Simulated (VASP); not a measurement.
# Ta5W (Cmmm) in VASP: single point with PBE

Aim: the single point of Ta5W with PBE.

All numbers are computed with VASP 6.6.1; they aren't measurements. Logs are shortened: lines on timing, memory, paths and dates and some standing lists are left out, and cuts for length are marked.

## 1. The cell of the first run

It takes space group Cmmm (No. 65, orthorhombic). Conventional cell: a = 3.284 Å, b = 4.675 Å, c = 13.954 Å, α = 90.00°, β = 90.00°, γ = 90.00°. Within 3.7 Å of Ta (site symmetry mm2) lie 4 W at 2.78 to 3.24 Å and 10 Ta at 2.86 to 3.33 Å. Within 3.8 Å of Ta (site symmetry mm2) lie 14 Ta at 2.86 to 3.33 Å. Within 3.8 Å of Ta (site symmetry mmm) lie 14 Ta at 2.86 to 3.33 Å. W (site symmetry mmm) has 8 Ta at 2.78 to 3.24 Å and 6 W at 2.86 to 3.28 Å within 3.7 Å.

## 2. Single point, PBE

File INCAR:

```
  ALGO = Fast
  EDIFF = 1E-6
  ENCUT = 520
  GGA = PE
  ISIF = 2
  ISMEAR = 0
  LASPH = T
  LCHARG = F
  LREAL = F
  LWAVE = F
  NBANDS = 44
  NELM = 60
  PREC = Accurate
  SIGMA = 0.1
```

File KPOINTS:

```
k-points
0
Gamma
  6 6 2
```

File POSCAR:

```
Ta5W
1.0
    1.6420688000     -2.3373957000      0.0000000000
    1.6420688000      2.3373957000      0.0000000000
    0.0000000000      0.0000000000     13.9541769000
Ta W
5 1
Direct
    0.0000000000      0.0000000000      0.1603900000
    0.5000000000      0.5000000000      0.3301450000
    0.0000000000      0.0000000000      0.5000000000
    0.5000000000      0.5000000000      0.6698550000
    0.0000000000      0.0000000000      0.8396100000
    0.5000000000      0.5000000000      0.0000000000
```

Potentials or basis: VASP PAW PBE potentials, release 64 (Ta_pv, W_sv).

Command:

```bash
> cat potpaw_PBE.64/Ta_pv/POTCAR potpaw_PBE.64/W_sv/POTCAR > POTCAR
> mpirun -np 1 vasp_std > vasp.out
```

OUTCAR:

```text
EDIFF = 1E-6
   ENCUT = 520
   GGA = PE
   ISIF = 2
   ISMEAR = 0
   LASPH = T
   LREAL = F
   NELM = 60
   PREC = Accurate

 ion  position               nearest neighbor table
   1  0.000  0.000  0.160-   6 2.78   6 2.78   2 2.88   2 2.88   6 3.24   6 3.24   2 3.33   2 3.33

   2  0.500  0.500  0.330-   1 2.88   1 2.88   3 2.88   3 2.88   1 3.33   1 3.33   3 3.33   3 3.33

   3  0.000  0.000  0.500-   2 2.88   4 2.88   2 2.88   4 2.88   2 3.33   4 3.33   2 3.33   4 3.33

   4  0.500  0.500  0.670-   5 2.88   5 2.88   3 2.88   3 2.88   5 3.33   5 3.33   3 3.33   3 3.33

   5  0.000  0.000  0.840-   6 2.78   6 2.78   4 2.88   4 2.88   6 3.24   6 3.24   4 3.33   4 3.33

   6  0.500  0.500  0.000-   1 2.78   5 2.78   1 2.78   5 2.78   1 3.24   5 3.24   1 3.24   5 3.24

  LATTYP: Found a base centered orthorhombic cell.
 ALAT       =     3.2841376000
 B/A-ratio  =     1.4234456559
 C/A-ratio  =     4.2489623151

  Lattice vectors:

 A1 = (   1.6420688000,  -2.3373957000,   0.0000000000)
 A2 = (   1.6420688000,   2.3373957000,   0.0000000000)
 A3 = (   0.0000000000,   0.0000000000,  13.9541769000)

Analysis of symmetry for initial positions (statically):
=====================================================================
 Subroutine PRICEL returns:
 Original cell was already a primitive cell.

 Routine SETGRP: Setting up the symmetry group for a
 base centered orthorhombic supercell.

 Subroutine GETGRP returns: Found  8 space group operations
 (whereof  8 operations were pure point group operations)
 out of a pool of  8 trial point group operations.

The static configuration has the point symmetry D_2h.

Analysis of symmetry for dynamics (positions and initial velocities):
=====================================================================
 Subroutine PRICEL returns:
 Original cell was already a primitive cell.

 Routine SETGRP: Setting up the symmetry group for a
 base centered orthorhombic supercell.

 Subroutine GETGRP returns: Found  8 space group operations
 (whereof  8 operations were pure point group operations)
 out of a pool of  8 trial point group operations.

The dynamic configuration has the point symmetry D_2h.

 Subroutine INISYM returns: Found  8 space group operations
 (whereof  8 operations are pure point group operations),
 and found     1 'primitive' translations

----------------------------------------------------------------------------------------
[... 99 lines left out ...]
   ENCUT  =  520.0 eV  38.22 Ry    6.18 a.u.   5.31  5.31 25.95*2*pi/ulx,y,z
   NELM   =     60;   NELMIN=  2; NELMDL= -5     # of ELM steps
   EDIFF  = 0.1E-05   stopping-criterion for ELM
   LREAL  =      F    real-space projection
   EDIFFG = 0.1E-04   stopping-criterion for IOM
   NSW    =      0    number of steps for IOM
   IBRION =     -1    ionic relax: 0-MD 1-quasi-New 2-CG
   NFREE  =      0    steps in history (QN), initial steepest desc. (CG)
   ISIF   =      2    stress and relaxation
   ISYM   =      2    0-nonsym 1-usesym 2-fastsym
   POTIM  = 0.5000    time-step for ionic-motion
   TEBEG  =    0.0;   TEEND  =   0.0 temperature during run
   PSTRESS=    0.0 pullay stress
   NELECT =      69.0000    total number of electrons
   NUPDOWN=      -1.0000    fix difference up-down
   EMIN   =  10.00;   EMAX   =-10.00  energy-range for DOS
   EFERMI =   0.00;   METHOD = LEGACY
   ISMEAR =     0;   SIGMA  =   0.10  broadening in eV -4-tet -1-fermi 0-gaus
   EFERMI_NEDOS =   21; number of points for ismear=-14 and -15
   IALGO  =     68    algorithm
   IMIX   =      4    mixing-type and parameters
     AMIX     =   0.40;   BMIX     =  1.00
     AMIX_MAG =   1.60;   BMIX_MAG =  1.00
  volume/ion in A,a.u.               =      17.85       120.48
  Fermi-wavevector in a.u.,A,eV,Ry     =   1.413856  2.671801 27.197903  1.998990
  Thomas-Fermi vector in A             =   2.535459
   LORBIT       =      0    0 simple, 1 ext, 2 COOP (PROOUT), +10 PAW based schemes
   GGA     = PE    functional components
   LHFCALC =     F    Hartree Fock is set to
   AEXX    =    0.0000 exact exchange contribution
   IVDW    =     0    specifies the selected vdW correction
   LEPSILON=     F    determine dielectric tensor
   LRPA    =     F    only Hartree local field effects (RPA)
 non-spin polarized calculation
 RMM-DIIS sequential band-by-band and
 Gauss-broadening in eV      SIGMA  =   0.10
  energy-cutoff  :      520.00
  volume of cell :      107.12
 maximum number of plane-waves:      2904
 NGX is ok and might be reduce to    24
   NGX = 11   NGY = 11   NGZ = 51

 number of electron      69.0000005 magnetization

 Free energy of the ion-electron system (eV)
  ---------------------------------------------------
  ext. energy  EPLUGINS =         0.00000000
  ---------------------------------------------------
  free energy    TOTEN  =       -71.97403468 eV

  energy without entropy =      -71.90884849  energy(sigma->0) =      -71.94144158

 E-fermi :   6.0972     XC(G=0): -12.7139

 val. band max:        6.0959439376   @ k =   0.1667  -0.0000   0.5000
 cond. band min:       6.1157732587   @ k =   0.5000   0.0000   0.5000
 fundamental gap:      0.0198293211
 Fermi energy:         6.0972415153

 k-point     1 :       0.0000    0.0000    0.0000
  band No.  band energies     occupation
      1     -67.2190      2.00000
      2     -31.4915      2.00000
      3     -31.1805      2.00000
      4     -31.0297      2.00000
      5     -27.9878      2.00000
      6     -27.8164      2.00000
[... 1117 lines left out ...]
     43       9.6935      0.00000
     44      10.8535      0.00000

 [... further k-points ...]
[... 5 lines left out ...]
  --------------------------------------------------------------------------------------
  -------------------------------------------------------------------------------------
  Total        0.4076811      0.7897345      0.2351700      0.0000000      0.0000000      0.0000000
  in kB        6.0978027     11.8122837      3.5175050      0.0000000      0.0000000      0.0000000
  external PRESSURE =       7.1425305 kB  Pullay stress =       0.0000000 kB

 VOLUME and BASIS-vectors are now :
 -----------------------------------------------------------------------------
  energy-cutoff  :      520.00
  volume of cell :      107.12
      direct lattice vectors                 reciprocal lattice vectors
     1.642068800 -2.337395700  0.000000000     0.304493941 -0.213913288  0.000000000
     1.642068800  2.337395700  0.000000000     0.304493941  0.213913288  0.000000000
     0.000000000  0.000000000 13.954176900     0.000000000  0.000000000  0.071663130

 POSITION                                       TOTAL-FORCE (eV/Angst)
 -----------------------------------------------------------------------------------
      0.00000      0.00000      2.23811         0.000000     -0.000000     -0.117496
      1.64207      0.00000      4.60690         0.000000     -0.000000      0.056898
      0.00000      0.00000      6.97709        -0.000000     -0.000000      0.000000
      1.64207      0.00000      9.34728        -0.000000     -0.000000     -0.056898
      0.00000      0.00000     11.71607        -0.000000     -0.000000      0.117496
      1.64207      0.00000      0.00000        -0.000000      0.000000      0.000000
 -----------------------------------------------------------------------------------
    total drift:                               -0.000000     -0.000000     -0.000000

  FREE ENERGIE OF THE ION-ELECTRON SYSTEM (eV)
  ---------------------------------------------------
  free  energy   TOTEN  =       -71.9740346764 eV

  energy  without entropy=      -71.9088484904  energy(sigma->0) =      -71.94144158
```

OSZICAR:

```text
N       E                     dE             d eps       ncg     rms          rms(c)
DAV:   1     0.760860406211E+03    0.76086E+03   -0.38594E+04  2320   0.166E+03
DAV:   2    -0.360761980703E+02   -0.79694E+03   -0.77672E+03  2476   0.512E+02
DAV:   3    -0.740502902747E+02   -0.37974E+02   -0.36042E+02  2812   0.101E+02
DAV:   4    -0.750536347327E+02   -0.10033E+01   -0.98849E+00  2836   0.147E+01
DAV:   5    -0.750816490627E+02   -0.28014E-01   -0.27938E-01  2948   0.204E+00    0.353E+01
RMM:   6    -0.732734847671E+02    0.18082E+01   -0.40273E+00  2653   0.982E+00    0.161E+01
RMM:   7    -0.843848098441E+02   -0.11111E+02   -0.15755E+01  3291   0.996E+00    0.133E+01
RMM:   8    -0.720477210996E+02    0.12337E+02   -0.59784E+00  3043   0.659E+00    0.269E+00
RMM:   9    -0.720012526891E+02    0.46468E-01   -0.10895E+00  3042   0.276E+00    0.165E+00
RMM:  10    -0.719722392914E+02    0.29013E-01   -0.18556E-01  3160   0.130E+00    0.660E-01
RMM:  11    -0.719748948284E+02   -0.26555E-02   -0.40480E-02  3175   0.616E-01    0.334E-01
RMM:  12    -0.719759818775E+02   -0.10870E-02   -0.15853E-02  3104   0.382E-01    0.238E-01
RMM:  13    -0.719740454933E+02    0.19364E-02   -0.41160E-03  3055   0.218E-01    0.890E-02
RMM:  14    -0.719741221045E+02   -0.76611E-04   -0.15061E-03  3107   0.121E-01    0.561E-02
RMM:  15    -0.719740294871E+02    0.92617E-04   -0.34885E-04  3162   0.609E-02    0.139E-02
RMM:  16    -0.719740344200E+02   -0.49329E-05   -0.88102E-05  3274   0.310E-02    0.869E-03
RMM:  17    -0.719740337571E+02    0.66290E-06   -0.20850E-05  2718   0.139E-02    0.255E-03
RMM:  18    -0.719740346764E+02   -0.91930E-06   -0.50095E-06  2154   0.641E-03
   1 F= -.71974035E+02 E0= -.71941442E+02  d E =-.651862E-01
```

Run time: 2.5 min. Hardware: 1 thread of Intel Xeon 6975P-C, shared host; peak memory 0.3 GiB.

Results:

```yaml
Free_energy: -71.9740 eV
Pressure: 0.7 GPa
Largest_force: 0.117 eV/Å
```

Forces in eV/Å, atoms in the order of the input:
```
Ta   0.000  0.000 -0.117
Ta   0.000  0.000  0.057
Ta   0.000  0.000  0.000
Ta   0.000  0.000 -0.057
Ta   0.000  0.000  0.117
W    0.000  0.000  0.000
```

Stress tensor (GPa, compression positive):
```
0.61 0.00 0.00
0.00 1.18 0.00
0.00 0.00 0.35
```

Levels at points of the mesh, in eV from the Fermi level:
| k point | band 32 | band 33 | band 34 | band 35 | band 36 | band 37 | band 38 | band 39 |
| --- | --- | --- | --- | --- | --- | --- | --- | --- |
| (0.00, 0.00, 0.00) | 0.09 | 0.16 | 0.28 | 0.34 | 0.55 | 0.70 | 1.64 | 1.68 |
| (0.50, 0.00, 0.00) | -0.65 | -0.58 | 0.88 | 1.00 | 1.01 | 1.07 | 2.67 | 3.15 |
| (0.50, 0.50, 0.00) | -0.50 | -0.17 | 1.52 | 1.78 | 2.01 | 2.82 | 2.94 | 2.99 |
| (0.00, 0.00, 0.50) | 0.34 | 0.37 | 0.46 | 0.55 | 0.61 | 0.74 | 1.10 | 1.25 |
| (0.50, 0.00, 0.50) | -0.18 | -0.17 | -0.07 | 0.02 | 1.55 | 1.64 | 2.67 | 3.12 |
| (0.50, 0.50, 0.50) | 0.64 | 0.80 | 0.99 | 1.19 | 1.46 | 1.81 | 3.06 | 3.08 |

Caveat: the k points lie up to 0.39 Å⁻¹ apart; spin-orbit coupling is left out, which moves the levels of the heavy elements.
